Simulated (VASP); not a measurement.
# Rh (P6_3/mmc) in VASP: further runs, part 2 of 2

VASP 6.6.1. The steps go on from the part before.

## 3. Single point, LDA

This run uses another cell than the first one, of 12.87 Å³/atom, 0.973 times its volume.

INCAR

```
PREC = Accurate ; ENCUT = 530
EDIFF = 1E-6 ; ISMEAR = -1
SIGMA = 0.1 ; LREAL = False
LASPH = True ; NELM = 120
ALGO = Normal ; ISIF = 2
LWAVE = False ; LCHARG = True
GGA = CA ; LELF = True
LVHAR = True ; NBANDS = 24
GGA_COMPAT = False
```

KPOINTS

```
regular mesh
0
Gamma
  12 12 7
```

POSCAR

```
Rh
1.0
    2.6367312341      0.0000000000      0.0000000000
   -1.3183660998      2.2834760471      0.0000000000
    0.0000000000      0.0000000000      4.2756591193
Rh
2
Direct
    0.6666666667      0.3333333333      0.7500000000
    0.3333333333      0.6666666667      0.2500000000
```

Potentials or basis: VASP PAW LDA potentials, release 64 (Rh_sv_GW).

Launch:

```console
> cat potpaw_LDA.64/Rh_sv_GW/POTCAR > POTCAR
> mpirun -np 1 vasp_std > vasp.out
```

OUTCAR:

```text
PREC = Accurate
   ENCUT = 530
   EDIFF = 1E-6
   ISMEAR = -1
   LREAL = False
   LASPH = True
   NELM = 120
   ISIF = 2
   GGA = CA

 ion  position               nearest neighbor table
   1  0.667  0.333  0.750-   2 2.62   2 2.62   2 2.62   2 2.62   2 2.62   2 2.62
   2  0.333  0.667  0.250-   1 2.62   1 2.62   1 2.62   1 2.62   1 2.62   1 2.62

  LATTYP: Found a hexagonal cell.
 ALAT       =     2.6367312341
 C/A-ratio  =     1.6215756327

  Lattice vectors:

 A1 = (   2.6367312341,   0.0000000000,   0.0000000000)
 A2 = (  -1.3183660998,   2.2834760471,   0.0000000000)
 A3 = (   0.0000000000,   0.0000000000,   4.2756591193)

Analysis of symmetry for initial positions (statically):
=====================================================================
 Subroutine PRICEL returns:
 Original cell was already a primitive cell.

 Routine SETGRP: Setting up the symmetry group for a
 hexagonal supercell.

 Subroutine GETGRP returns: Found 24 space group operations
 (whereof 12 operations were pure point group operations)
 out of a pool of 24 trial point group operations.

The static configuration has the point symmetry D_3d.
 The point group associated with its full space group is D_6h.

Analysis of symmetry for dynamics (positions and initial velocities):
=====================================================================
 Subroutine PRICEL returns:
 Original cell was already a primitive cell.

 Routine SETGRP: Setting up the symmetry group for a
 hexagonal supercell.

 Subroutine GETGRP returns: Found 24 space group operations
 (whereof 12 operations were pure point group operations)
 out of a pool of 24 trial point group operations.

The dynamic configuration has the point symmetry D_3d.
 The point group associated with its full space group is D_6h.

 Subroutine INISYM returns: Found 24 space group operations
 (whereof 12 operations are pure point group operations),
 and found     1 'primitive' translations

----------------------------------------------------------------------------------------

                                     Primitive cell

  volume of cell :      25.7434

  direct lattice vectors                    reciprocal lattice vectors
     2.636731234  0.000000000  0.000000000     0.379257464  0.218964497  0.000000000
    -1.318366100  2.283476047  0.000000000     0.000000000  0.437928833  0.000000000
     0.000000000  0.000000000  4.275659119     0.000000000  0.000000000  0.233882069

  length of vectors
     2.636731234  2.636731316  4.275659119     0.437928846  0.437928833  0.233882069

  position of ions in fractional coordinates (direct lattice)
     0.666666667  0.333333333  0.750000000
     0.333333333  0.666666667  0.250000000

  ion indices of the primitive-cell ions
   primitive index   ion index
                 1           1
                 2           2

----------------------------------------------------------------------------------------

 KPOINTS: regular mesh

Automatic generation of k-mesh.
 Grid dimensions read from file:
 generate k-points for:   12   12    7

 Generating k-lattice:

  Cartesian coordinates                     Fractional coordinates (reciprocal lattice)
     0.031604789  0.018247041  0.000000000     0.083333333  0.000000000  0.000000000
     0.000000000  0.036494069  0.000000000     0.000000000  0.083333333  0.000000000
     0.000000000  0.000000000  0.033411724     0.000000000  0.000000000  0.142857143

  Length of vectors
     0.036494071  0.036494069  0.033411724

  Shift w.r.t. Gamma in fractional coordinates (k-lattice)
     0.000000000  0.000000000  0.000000000

 Subroutine IBZKPT returns following result:
 ===========================================

 Found     76 irreducible k-points:

 Following reciprocal coordinates:
            Coordinates               Weight
  0.000000  0.000000  0.000000      1.000000
  0.083333  0.000000  0.000000      6.000000
  0.166667  0.000000  0.000000      6.000000
  0.250000  0.000000  0.000000      6.000000
  0.333333  0.000000  0.000000      6.000000
  0.416667  0.000000  0.000000      6.000000
[... 16 lines left out ...]
  0.250000  0.000000  0.142857     12.000000
  0.333333  0.000000  0.142857     12.000000
 [... further k-points ...]
   k-points           NKPTS =     76   k-points in BZ     NKDIM =     76   number of bands    NBANDS=     24
   number of dos      NEDOS =    301   number of ions     NIONS =      2
   total plane-waves  NPLWV =  12800
   dimension x,y,z NGX =    20 NGY =   20 NGZ =   32
   dimension x,y,z NGXF=    40 NGYF=   40 NGZF=   64
   ions per type =               2
   NGX,Y,Z   is equivalent  to a cutoff of  12.61, 12.61, 12.44 a.u.
   NGXF,Y,Z  is equivalent  to a cutoff of  25.22, 25.22, 24.88 a.u.
 SYSTEM =  unknown system
   PREC   = accura    normal or accurate (medium, high low for compatibility)
   ISTART =      0    job   : 0-new  1-cont  2-samecut
   ICHARG =      2    charge: 1-file 2-atom 10-const
   ISPIN  =      1    spin polarized calculation?
   LNONCOLLINEAR =      F non collinear calculations
   LSORBIT =      F    spin-orbit coupling
   LASPH  =      T    aspherical Exc in radial PAW
   ENCUT  =  530.0 eV  38.95 Ry    6.24 a.u.   4.95  4.95  8.03*2*pi/ulx,y,z
   NELM   =    120;   NELMIN=  2; NELMDL= -5     # of ELM steps
   EDIFF  = 0.1E-05   stopping-criterion for ELM
   LREAL  =      F    real-space projection
   EDIFFG = 0.1E-04   stopping-criterion for IOM
   NSW    =      0    number of steps for IOM
   IBRION =     -1    ionic relax: 0-MD 1-quasi-New 2-CG
   NFREE  =      0    steps in history (QN), initial steepest desc. (CG)
   ISIF   =      2    stress and relaxation
   ISYM   =      2    0-nonsym 1-usesym 2-fastsym
   POTIM  = 0.5000    time-step for ionic-motion
   TEBEG  =    0.0;   TEEND  =   0.0 temperature during run
   PSTRESS=    0.0 pullay stress
   NELECT =      34.0000    total number of electrons
   NUPDOWN=      -1.0000    fix difference up-down
   EMIN   =  10.00;   EMAX   =-10.00  energy-range for DOS
   EFERMI =   0.00;   METHOD = LEGACY
   ISMEAR =    -1;   SIGMA  =   0.10  broadening in eV -4-tet -1-fermi 0-gaus
   EFERMI_NEDOS =   21; number of points for ismear=-14 and -15
   IALGO  =     38    algorithm
   IMIX   =      4    mixing-type and parameters
     AMIX     =   0.40;   BMIX     =  1.00
     AMIX_MAG =   1.60;   BMIX_MAG =  1.00
  volume/ion in A,a.u.               =      12.87        86.86
  Fermi-wavevector in a.u.,A,eV,Ry     =   1.796164  3.394258 43.895189  3.226205
  Thomas-Fermi vector in A             =   2.857768
   LORBIT       =      0    0 simple, 1 ext, 2 COOP (PROOUT), +10 PAW based schemes
   GGA     = CA    functional components
   LHFCALC =     F    Hartree Fock is set to
   AEXX    =    0.0000 exact exchange contribution
   IVDW    =     0    specifies the selected vdW correction
   LEPSILON=     F    determine dielectric tensor
   LRPA    =     F    only Hartree local field effects (RPA)
 non-spin polarized calculation
  energy-cutoff  :      530.00
  volume of cell :       25.74
 maximum number of plane-waves:       744
 NGX is ok and might be reduce to    20
   NGX =  9   NGY =  9   NGZ = 17

 number of electron      33.9999988 magnetization

 Free energy of the ion-electron system (eV)
  ---------------------------------------------------
  ext. energy  EPLUGINS =         0.00000000
  ---------------------------------------------------
  free energy    TOTEN  =       -15.58785983 eV

  energy without entropy =      -15.49371563  energy(sigma->0) =      -15.54078773

 E-fermi :  11.8792     XC(G=0): -14.8490

 val. band max:       11.8756211468   @ k =   0.2500   0.1667   0.0000
 cond. band min:      11.8792451213   @ k =   0.1667   0.1667   0.4286
 fundamental gap:      0.0036239745
 Fermi energy:        11.8791954428

 k-point     1 :       0.0000    0.0000    0.0000
  band No.  band energies     occupation
      1     -66.8654      2.00000
      2     -66.7062      2.00000
      3     -35.4272      2.00000
      4     -34.5968      2.00000
      5     -34.5968      2.00000
      6     -34.4737      2.00000
[... 16 lines left out ...]
     23      29.6785      0.00000
     24      30.4492      0.00000
[... 598 lines left out ...]
      2     -66.6700      2.00000
      3     -35.2193      2.00000
      4     -35.0524      2.00000
      5     -34.9956      2.00000
      6     -34.7474      2.00000
[... 16 lines left out ...]
     23      27.7249      0.00000
     24      27.7428      0.00000

 [... further k-points ...]

------------------------ aborting loop because EDIFF is reached ----------------------------------------

  FORCE on cell =-STRESS in cart. coord.  units (eV):
  Direction    XX          YY          ZZ          XY          YZ          ZX
  --------------------------------------------------------------------------------------
  -------------------------------------------------------------------------------------
  Total        1.4615594      1.4615592      1.3121856     -0.0000003     -0.0000000      0.0000000
  in kB       90.9623491     90.9623344     81.6658427     -0.0000192     -0.0000000      0.0000000
  external PRESSURE =      87.8635088 kB  Pullay stress =       0.0000000 kB

 VOLUME and BASIS-vectors are now :
 -----------------------------------------------------------------------------
  energy-cutoff  :      530.00
  volume of cell :       25.74
      direct lattice vectors                 reciprocal lattice vectors
     2.636731234  0.000000000  0.000000000     0.379257464  0.218964497  0.000000000
    -1.318366100  2.283476047  0.000000000     0.000000000  0.437928833  0.000000000
     0.000000000  0.000000000  4.275659119     0.000000000  0.000000000  0.233882069

 POSITION                                       TOTAL-FORCE (eV/Angst)
 -----------------------------------------------------------------------------------
      1.31837      0.76116      3.20674         0.000000      0.000000      0.000000
     -0.00000      1.52232      1.06891        -0.000000      0.000000      0.000000
 -----------------------------------------------------------------------------------
    total drift:                               -0.000000      0.000000     -0.000000

  FREE ENERGIE OF THE ION-ELECTRON SYSTEM (eV)
  ---------------------------------------------------
  free  energy   TOTEN  =       -15.5878598272 eV

  energy  without entropy=      -15.4937156334  energy(sigma->0) =      -15.54078773
```

OSZICAR:

```text
N       E                     dE             d eps       ncg     rms          rms(c)
DAV:   1     0.678227684268E+03    0.67823E+03   -0.21319E+04  3776   0.184E+03
DAV:   2     0.305600269028E+02   -0.64767E+03   -0.61084E+03  3656   0.925E+02
DAV:   3    -0.169116596168E+02   -0.47472E+02   -0.45091E+02  5960   0.235E+02
DAV:   4    -0.178669479145E+02   -0.95529E+00   -0.95218E+00  5312   0.417E+01
DAV:   5    -0.178936522607E+02   -0.26704E-01   -0.26701E-01  6312   0.626E+00    0.933E+01
DAV:   6    -0.156914895626E+02    0.22022E+01   -0.54415E+00  5376   0.390E+01    0.391E+01
DAV:   7    -0.155989565828E+02    0.92533E-01   -0.25723E-01  5920   0.612E+00    0.110E+01
DAV:   8    -0.155883192813E+02    0.10637E-01   -0.47505E-02  4792   0.477E+00    0.427E-01
DAV:   9    -0.155878727319E+02    0.44655E-03   -0.25668E-03  5728   0.112E+00    0.118E-01
DAV:  10    -0.155878597534E+02    0.12979E-04   -0.11304E-04  5808   0.995E-02    0.964E-02
DAV:  11    -0.155878598272E+02   -0.73832E-07   -0.97276E-06  5600   0.484E-02
   1 F= -.15587860E+02 E0= -.15540788E+02  d E =-.941442E-01
```

stdout:

```text
POSCAR found type information on POSCAR Rh
 POSCAR found :  1 types and       2 ions
 scaLAPACK will be used
 LDA part: xc-table for (Slater(with rela. corr.)+CA(PZ))
 , standard interpolation
 POSCAR, INCAR and KPOINTS ok, starting setup
 FFT: planning ... GRIDC
 FFT: planning ... GRID_SOFT
 FFT: planning ... GRID
 WAVECAR not read
 entering main loop
```

Wall time 42 s (1 thread of Intel Xeon Platinum 8375C at 2.90GHz (Ice Lake), shared host); peak memory 0.16 GiB.

What came out:

```yaml
Free_energy: -15.5879 eV
Pressure: 8.8 GPa
Band_gap_on_the_k_mesh: zero (band 17 reaches 12.60 eV, above the bottom of band 18 at 9.88 eV)
```
